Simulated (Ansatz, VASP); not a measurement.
# One calculation of Li2Se, two programs

Contents of POSCAR:

```
Li2Se
1.0
    0.0000000000      2.9760442648      2.9760442648
    2.9760442648      0.0000000000      2.9760442648
    2.9760442648      2.9760442648      0.0000000000
Li Se
2 1
Direct
    0.7500000000      0.7500000000      0.7500000000
    0.2500000000      0.2500000000      0.2500000000
    0.0000000000      0.0000000000      0.0000000000
```

The input INCAR.step1:

```
ALGO = Normal ; EDIFF = 1E-5
ENCUT = 720 ; GGA = PE
GGA_COMPAT = F ; ISMEAR = -1
LASPH = T ; LCHARG = F
LREAL = F ; LWAVE = T
NBANDS = 13 ; NELM = 120
PREC = Accurate ; SIGMA = 0.03
```

Contents of INCAR.step2:

```
ALGO = Normal ; EDIFF = 1E-8
ENCUT = 720 ; GGA_COMPAT = F
ISIF = 2 ; ISMEAR = -1
ISTART = 1 ; LASPH = T
LCHARG = F ; LEFG = T
LMIXTAU = T ; LREAL = F
LWAVE = F ; METAGGA = R2SCAN
NBANDS = 13 ; NELM = 120
PREC = Accurate ; SIGMA = 0.03
```

The input KPOINTS:

```
k-points
0
Gamma
  7 7 7
```

Input for Ansatz:

```yaml
crystal:
  lattice:
    - [0.0, 2.9760442648, 2.9760442648]
    - [2.9760442648, 0.0, 2.9760442648]
    - [2.9760442648, 2.9760442648, 0.0]
  atoms:
    - { symbol: Li, position: [0.75, 0.75, 0.75] }
    - { symbol: Li, position: [0.25, 0.25, 0.25] }
    - { symbol: Se, position: [0.0, 0.0, 0.0] }
kpoints:
  mp_grid: { grid: [7, 7, 7] }
scf:
  occupations: { method: fermi_dirac, width: 0.03 }
hamiltonian:
  xc: r2scan
  pseudopotentials: { kind: all_electron, datasets: crystal }
output:
  forces: true
  stress: true
  eigenvalues: true
  efg: { contact_densities: true }
```

Change from the starting cell: shortest bond scaled by 1, crystal datasets.

Alike in both runs: task electric field gradients; functional r2SCAN; k mesh 7 × 7 × 7; occupations fermi-dirac, width 0.03 eV; no spin polarisation.

|  | VASP | Ansatz |
| --- | --- | --- |
| version | VASP 6.6.1 | Ansatz 0.2.0 |
| potentials or method | VASP PAW PBE potentials, release 64 (Li_sv, Se), cutoff 720 eV | all-electron PAW with datasets made for the crystal, scalar-relativistic |

|  | VASP | Ansatz | Ansatz less VASP |
| --- | --- | --- | --- |
| gap on the k mesh at the Fermi level (eV) | 3.59 | 3.61 | +0.023 |
| pressure (GPa) | 0.5 | 0.6 | +0.15 |

VASP's potentials were made for PBE, not for r2SCAN. Ansatz ran all-electron here, and VASP with PAW potentials.
